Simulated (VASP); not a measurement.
# GaH2: relaxation of cell and atoms with PBE

Crystal: GaH2.

```
Ga H
1.0
     3.02118    0.00000    0.00000
    -1.51059    2.61642    0.00000
     0.00000    0.00000    3.17192
Ga H
1 2
Direct
  0.00000 0.00000 0.00000
  0.33333 0.66667 0.50000
  0.66667 0.33333 0.50000
```

```
Program                : VASP 6.6.1
Task                   : relaxation of cell and atoms
Functional             : PBE
Potentials or basis    : VASP PAW PBE potentials, release 64 (Ga_d, H)
Cutoff                 : 600 eV
k mesh                 : 18 × 18 × 14
Occupations            : gaussian, width 0.1 eV
Spin                   : no spin polarisation
Dipole correction      : no
Further INCAR settings : ALGO = Normal; EDIFF = 1e-07; IBRION = 2; EDIFFG = -0.01; NSW = 100; ISIF = 3
```

| Item | Value |
| --- | --- |
| Pressure after relaxing | 0.0 GPa |
| Band gap on the k mesh | zero (an odd number of electrons rules out a gap without spin polarisation) |

Final structure:
```
CELL_PARAMETERS angstrom
3.02118 0.00000 0.00000
-1.51059 2.61642 0.00000
0.00000 0.00000 3.17192
ATOMIC_POSITIONS crystal
Ga 0.00000 0.00000 0.00000
H 0.33333 0.66667 0.50000
H 0.66667 0.33333 0.50000
```

Levels at points of the mesh, in eV from the Fermi level:
```tsv
k point	band 3	band 4	band 5	band 6	band 7	band 8	band 9	band 10	band 11
(0.00, 0.00, 0.00)	-14.86	-14.73	-14.73	-12.32	1.45	3.42	4.63	9.28	9.28
(0.50, 0.00, 0.00)	-14.84	-14.75	-14.67	-7.22	-6.36	2.34	4.79	5.59	7.84
(0.00, 0.00, 0.50)	-14.86	-14.77	-14.77	-9.26	-7.74	5.39	9.95	11.54	11.54
(0.50, 0.00, 0.50)	-14.81	-14.68	-14.67	-4.39	-3.21	-2.53	-1.89	4.78	7.43
```

It took 60 s on 1 thread of Oxide Virtual Turin-like Processor (shared host), peak memory 0.2 GiB.

Caveat: the highest band is partly filled, so the run has too few bands.
